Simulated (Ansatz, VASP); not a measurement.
## CdS in VASP and in Ansatz

```xyz
2
Lattice="0.0000 2.8785 2.8785 2.8785 0.0000 2.8785 2.8785 2.8785 0.0000" Properties=species:S:1:pos:R:3 pbc="T T T"
Cd    0.0000    0.0000    0.0000
S     4.3178    4.3178    4.3178
```

Alike in both runs: functional LDA; k mesh 8 × 8 × 8; occupations gaussian, width 0.02 eV; no spin polarisation.

Ansatz relaxed the structure, and its values are those at the end. VASP's run is a single point on that final structure, the one shown.

```csv
,VASP,Ansatz
version,VASP 6.6.1,Ansatz 0.2.0
potentials or method,"VASP PAW LDA potentials, release 64 (Cd, S), cutoff 500 eV","scalar-relativistic, plane waves, PAW"
valence electrons in the cell,18,26
```

```tsv
	VASP	Ansatz	Ansatz less VASP
gap on the k mesh at the Fermi level (eV)	0.98	0.95	-0.030
least direct gap on the mesh (eV)	0.98	0.95	-0.030
pressure (GPa)	0.5	0.0	-0.53
```

Ansatz warns that its potentials were made for another functional, while VASP's fit it. LDA's correlation is that of Perdew and Zunger in VASP and of Perdew and Wang (1992) in Ansatz. VASP's potentials hold 18 valence electrons a cell and Ansatz's 26, so a difference there can come from the potentials and not from the codes.
